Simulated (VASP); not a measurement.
# SiC (Moissanite 3C) (F-43m) in VASP: a series of runs, part 2 of 2

VASP 6.6.1. The steps go on from the part before.

## 5. Relaxation of cell and atoms, PBEsol, target pressure 20 GPa, at which the enthalpy is minimised

File INCAR:

```
SYSTEM = SiC
PREC = Accurate
ENCUT = 600
EDIFF = 1E-7
ISMEAR = -1
SIGMA = 0.05
LREAL = .FALSE.
LASPH = .TRUE.
NELM = 120
ALGO = Normal
ISIF = 3
LWAVE = .FALSE.
LCHARG = .FALSE.
GGA = PS
IBRION = 2
NSW = 80
EDIFFG = -0.02
PSTRESS = 200.0
GGA_COMPAT = .FALSE.
NELMIN = 4
```

File KPOINTS:

```
Automatic mesh
0
G
  10 10 10
  0 0 0
```

File POSCAR:

```
SiC
1.0
    0.0000000000      2.1790000000      2.1790000000
    2.1790000000      0.0000000000      2.1790000000
    2.1790000000      2.1790000000      0.0000000000
Si C
1 1
Direct
    0.0000000000      0.0000000000      0.0000000000
    0.7500000000      0.7500000000      0.7500000000
```

Run with:

```sh
$ cat potpaw_PBE.64/Si/POTCAR potpaw_PBE.64/C/POTCAR > POTCAR
$ mpirun -np 1 vasp_std > vasp.out
```

It took 36 s on 1 thread of Intel Xeon Platinum 8375C at 2.90GHz (Ice Lake), shared host; peak memory 0.15 GiB.

The run converged. Its results:

- Free energy: -15.8258 eV
- Relaxed volume: 9.57 Å³/atom
- Relaxed cell: a = 3.003 Å, b = 3.003 Å, c = 3.003 Å, α = 60.00°, β = 60.00°, γ = 60.00°
- Space group after relaxing (to 0.05 Å): F-43m (No. 216)
- Energy change on relaxing (the enthalpy is what falls): +45.1 meV/atom
- Ionic steps: 4
- Pressure after relaxing: 19.9 GPa
- Band gap on the k mesh: 1.16 eV, indirect (least direct gap 4.52 eV)

The path:
| step | energy change (eV) | largest force (eV/Å) | pressure (GPa) | volume (Å³) |
| --- | --- | --- | --- | --- |
| 1 | 0.0000 | 0.0000 | 0.04 | 20.69 |
| 2 | 0.5967 | 0.0000 | 61.51 | 17.07 |
| 3 | 0.0852 | 0.0000 | 19.30 | 19.19 |
| 4 | 0.0903 | 0.0000 | 19.93 | 19.15 |

Final structure:
```
CELL_PARAMETERS angstrom
0.00000 2.12343 2.12343
2.12343 0.00000 2.12343
2.12343 2.12343 0.00000
ATOMIC_POSITIONS crystal
Si 0.00000 0.00000 0.00000
C 0.75000 0.75000 0.75000
```

Levels at points of the mesh, in eV from the valence-band top:
| k point | band 1 | band 2 | band 3 | band 4 | band 5 | band 6 | band 7 | band 8 |
| --- | --- | --- | --- | --- | --- | --- | --- | --- |
| (0.00, 0.00, 0.00) | -16.05 | 0.00 | 0.00 | 0.00 | 7.10 | 7.80 | 7.80 | 7.80 |
| (0.50, 0.00, 0.00) | -12.14 | -9.04 | -1.07 | -1.07 | 6.09 | 7.46 | 7.46 | 10.34 |
| (0.50, 0.50, 0.00) | -10.60 | -8.09 | -3.36 | -3.36 | 1.16 | 4.48 | 14.87 | 14.87 |

Caveat: the cell is relaxed towards a set pressure, so the enthalpy falls and the energy may rise; the PAW data sets were made with another functional, which shifts forces and pressure a little. A k mesh can miss the band edges.

## 6. Relaxation of cell and atoms, PBEsol, target pressure 30 GPa, at which the enthalpy is minimised

File INCAR:

```
SYSTEM = SiC
  ALGO = Normal
  EDIFF = 1E-7
  EDIFFG = -0.02
  ENCUT = 600
  GGA = PS
  GGA_COMPAT = .False.
  IBRION = 2
  ISIF = 3
  ISMEAR = -1
  LASPH = .True.
  LCHARG = .False.
  LREAL = .False.
  LWAVE = .False.
  NELM = 120
  NELMIN = 4
  NSW = 80
  PREC = Accurate
  PSTRESS = 300.0
  SIGMA = 0.05
```

File KPOINTS:

```
k-points
0
Gamma
  10 10 10
  0 0 0
```

POSCAR is that of step 5.

Potentials or basis: VASP PAW PBE potentials, release 64 (Si, C).

Run with:

```sh
$ cat potpaw_PBE.64/Si/POTCAR potpaw_PBE.64/C/POTCAR > POTCAR
$ mpirun -np 1 vasp_std > vasp.out
```

OUTCAR:

```text
SYSTEM = SiC
   EDIFF = 1E-7
   EDIFFG = -0.02
   ENCUT = 600
   GGA = PS
   IBRION = 2
   ISIF = 3
   ISMEAR = -1
   LASPH = .True.
   LREAL = .False.
   NELM = 120
   NELMIN = 4
   NSW = 80
   PREC = Accurate
   PSTRESS = 300.0

 ion  position               nearest neighbor table
   1  0.000  0.000  0.000-   2 1.89   2 1.89   2 1.89   2 1.89
   2  0.750  0.750  0.750-   1 1.89   1 1.89   1 1.89   1 1.89

  LATTYP: Found a face centered cubic cell.
 ALAT       =     4.3580000000

  Lattice vectors:

 A1 = (   0.0000000000,   2.1790000000,   2.1790000000)
 A2 = (   2.1790000000,   0.0000000000,   2.1790000000)
 A3 = (   2.1790000000,   2.1790000000,   0.0000000000)

Analysis of symmetry for initial positions (statically):
=====================================================================
 Subroutine PRICEL returns:
 Original cell was already a primitive cell.

 Routine SETGRP: Setting up the symmetry group for a
 face centered cubic supercell.

 Subroutine GETGRP returns: Found 24 space group operations
 (whereof 24 operations were pure point group operations)
 out of a pool of 48 trial point group operations.

The static configuration has the point symmetry T_d .

[... 164 lines left out ...]

  FORCE on cell =-STRESS in cart. coord.  units (eV):
  Direction    XX          YY          ZZ          XY          YZ          ZX
  --------------------------------------------------------------------------------------
  -------------------------------------------------------------------------------------
  Total        0.0051830      0.0051830      0.0051830     -0.0000000      0.0000000      0.0000000
  in kB        0.4013180      0.4013180      0.4013180     -0.0000000      0.0000000      0.0000000
  external PRESSURE =    -299.5986820 kB  Pullay stress =     300.0000000 kB
[... 25 lines left out ...]
--------------------------------------- Ionic step        2  -------------------------------------------

 number of electron       8.0000000 magnetization

 E-fermi :  12.1980     XC(G=0): -12.8196

 val. band max:       11.7059839676   @ k =   0.0000   0.0000   0.0000
 cond. band min:      12.6230284476   @ k =   0.5000   0.5000   0.0000
 fundamental gap:      0.9170444800
 Fermi energy:        12.1980496047

 k-point     1 :       0.0000    0.0000    0.0000
  band No.  band energies     occupation
      1      -6.2083      2.00000
      2      11.7060      1.99989
      3      11.7060      1.99989
      4      11.7060      1.99989
      5      21.3171      0.00000
      6      21.3171      0.00000
      7      21.3171      0.00000
      8      21.4377      0.00000
[... 328 lines left out ...]
--------------------------------------- Ionic step        4  -------------------------------------------

 number of electron       8.0000000 magnetization

 Free energy of the ion-electron system (eV)
  ---------------------------------------------------
  ext. energy  EPLUGINS =         0.00000000
  ---------------------------------------------------
  free energy    TOTEN  =       -15.73474538 eV

  energy without entropy =      -15.73474523  energy(sigma->0) =      -15.73474531

 E-fermi :   9.9113     XC(G=0): -11.9800

 val. band max:        9.3243890318   @ k =   0.0000   0.0000   0.0000
 cond. band min:      10.4524594827   @ k =   0.5000   0.5000   0.0000
 fundamental gap:      1.1280704508
 Fermi energy:         9.9112968049

 k-point     1 :       0.0000    0.0000    0.0000
  band No.  band energies     occupation
      1      -6.9812      2.00000
      2       9.3244      1.99998
      3       9.3244      1.99998
      4       9.3244      1.99998
      5      16.7917      0.00000
      6      17.3613      0.00000
      7      17.3613      0.00000
      8      17.3613      0.00000
[... 286 lines left out ...]
  energy  without entropy=      -15.7347452304  energy(sigma->0) =      -15.73474531

  enthalpy is  TOTEN    =       -12.2598879930 eV   P V=        3.4748573903

 reached required accuracy - stopping structural energy minimisation
```

OSZICAR:

```text
N       E                     dE             d eps       ncg     rms          rms(c)
DAV:   1     0.614667830206E+01    0.61467E+01   -0.43973E+03   760   0.950E+02
DAV:   2    -0.172942804435E+02   -0.23441E+02   -0.22389E+02  1080   0.115E+02
DAV:   3    -0.177115266601E+02   -0.41725E+00   -0.41725E+00   864   0.191E+01
DAV:   4    -0.177128866007E+02   -0.13599E-02   -0.13599E-02  1152   0.117E+00
[... 35 lines left out ...]
DAV:   3    -0.157347482248E+02    0.26321E-04   -0.52096E-05   968   0.506E-02    0.116E-02
DAV:   4    -0.157347451162E+02    0.31086E-05   -0.55822E-06   840   0.151E-02    0.515E-03
DAV:   5    -0.157347452702E+02   -0.15394E-06   -0.18637E-07   912   0.341E-03    0.354E-03
DAV:   6    -0.157347454244E+02   -0.15419E-06   -0.92461E-09   416   0.885E-04    0.532E-04
DAV:   7    -0.157347453833E+02    0.41081E-07   -0.38533E-09   408   0.450E-04
   4 F= -.12259888E+02 E0= -.12259888E+02  d E =-.218250E+00
```

Run time: 35 s. Hardware: 1 thread of Intel Xeon Platinum 8375C at 2.90GHz (Ice Lake), shared host; peak memory 0.16 GiB.

Results:

* Free energy: -15.7347 eV
* Relaxed volume: 9.28 Å³/atom
* Relaxed cell: a = 2.972 Å, b = 2.972 Å, c = 2.972 Å, α = 60.00°, β = 60.00°, γ = 60.00°
* Space group after relaxing (to 0.05 Å): F-43m (No. 216)
* Energy change on relaxing (the enthalpy is what falls): +90.7 meV/atom
* Ionic steps: 4
* Pressure after relaxing: 29.7 GPa
* Band gap on the k mesh: 1.13 eV, indirect (least direct gap 4.55 eV)

Step by step:
```tsv
step	energy change (eV)	largest force (eV/Å)	pressure (GPa)	volume (Å³)
1	0.0000	0.0000	0.04	20.69
2	1.4757	0.0000	113.31	15.42
3	0.1639	0.0000	28.00	18.65
4	0.1814	0.0000	29.70	18.56
```

Final structure:
```xyz
2
Lattice="0.0000 2.1014 2.1014 2.1014 0.0000 2.1014 2.1014 2.1014 0.0000" Properties=species:S:1:pos:R:3 pbc="T T T"
Si    4.2027    4.2027    4.2027
C     3.1520    3.1520    3.1520
```

Levels at points of the mesh, in eV from the valence-band top:
| k point | band 1 | band 2 | band 3 | band 4 | band 5 | band 6 | band 7 | band 8 |
| --- | --- | --- | --- | --- | --- | --- | --- | --- |
| (0.00, 0.00, 0.00) | -16.31 | 0.00 | 0.00 | 0.00 | 7.47 | 8.04 | 8.04 | 8.04 |
| (0.50, 0.00, 0.00) | -12.28 | -9.22 | -1.08 | -1.08 | 6.39 | 7.59 | 7.59 | 10.52 |
| (0.50, 0.50, 0.00) | -10.70 | -8.20 | -3.42 | -3.42 | 1.13 | 4.60 | 15.25 | 15.25 |

Caveat: the cell is relaxed towards a set pressure, so the enthalpy falls and the energy may rise; the PAW data sets were made with another functional, which shifts forces and pressure a little. A k mesh can miss the band edges.

## 7. Summary

```tsv
cell	gap on the mesh (eV)	pressure (GPa)
relaxed	1.23	0.0
relaxed to 5 GPa	1.21	5.0
relaxed to 10 GPa	1.20	9.9
relaxed to 20 GPa	1.16	19.9
relaxed to 30 GPa	1.13	29.7
```

Alike in all rows: task relaxation of cell and atoms; level PBEsol; potentials or basis VASP PAW PBE potentials, release 64 (Si, C); no spin polarisation; k mesh 10 × 10 × 10; cutoff (eV) 600; smearing fermi-dirac 0.05 eV.

Caveats: the PAW data sets were made with another functional, which shifts forces and pressure a little; the cell is relaxed towards a set pressure, so the enthalpy falls and the energy may rise (some runs); the relaxation stopped at its first step, so nothing moved (some runs).

Absolute energies hang on the potentials; compare differences alone.
